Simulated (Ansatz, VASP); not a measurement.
**One calculation of TaN, two programs**

The input INCAR:

```
PREC = Accurate
ENCUT = 520
EDIFF = 1E-6
ISMEAR = 0
SIGMA = 0.15
LREAL = False
LASPH = True
NELM = 60
ALGO = Normal
ISIF = 2
LWAVE = False
LCHARG = True
LELF = True
LVHAR = True
NBANDS = 15
```

The input KPOINTS:

```
Automatic mesh
0
Gamma
  20 20 20
```

Contents of POSCAR:

```
TaN
1.0
    0.0000000000      2.1108611581      2.3219472739
    2.1108611581      0.0000000000      2.3219472739
    2.1108611581      2.1108611581      0.0000000000
Ta N
1 1
Direct
    0.5000000000      0.5000000000      0.5000000000
    0.0000000000      0.0000000000      0.0000000000
```

Input for Ansatz:

```yaml
crystal:
  lattice:
    - [0.0, 2.1108611581, 2.3219472739]
    - [2.1108611581, 0.0, 2.3219472739]
    - [2.1108611581, 2.1108611581, 0.0]
  atoms:
    - { symbol: Ta, position: [0.5, 0.5, 0.5] }
    - { symbol: "N", position: [0.0, 0.0, 0.0] }
basis:
  ecutwfc: 420
kpoints:
  mp_grid: { grid: [20, 20, 20] }
hamiltonian:
  xc: lda
scf:
  occupations: { method: gaussian, width: 0.15 }
output:
  forces: true
  stress: true
  eigenvalues: true
```

Alike in both runs: task single point; functional LDA; k mesh 20 × 20 × 20; occupations gaussian, width 0.15 eV; no spin polarisation.

|  | VASP | Ansatz |
| --- | --- | --- |
| version | VASP 6.6.1 | Ansatz 0.2.0 |
| potentials or method | VASP PAW LDA potentials, release 64 (Ta_pv, N), cutoff 520 eV | scalar-relativistic, plane waves, PAW |
| valence electrons in the cell | 16 | 18 |

```tsv
	VASP	Ansatz	Ansatz less VASP
gap on the k mesh at the Fermi level (eV)	none	none	-
pressure (GPa)	7.6	5.5	-2.06
traceless stress, the component that is largest in VASP (GPa)	-29.08	-28.35	+0.733
```

LDA's correlation is that of Perdew and Zunger in VASP and of Perdew and Wang (1992) in Ansatz. A gap of «none» marks a metal or a gap that the smearing closes. VASP's potentials hold 16 valence electrons a cell and Ansatz's 18, so a difference there can come from the potentials and not from the codes.

Spin-orbit coupling is off throughout.
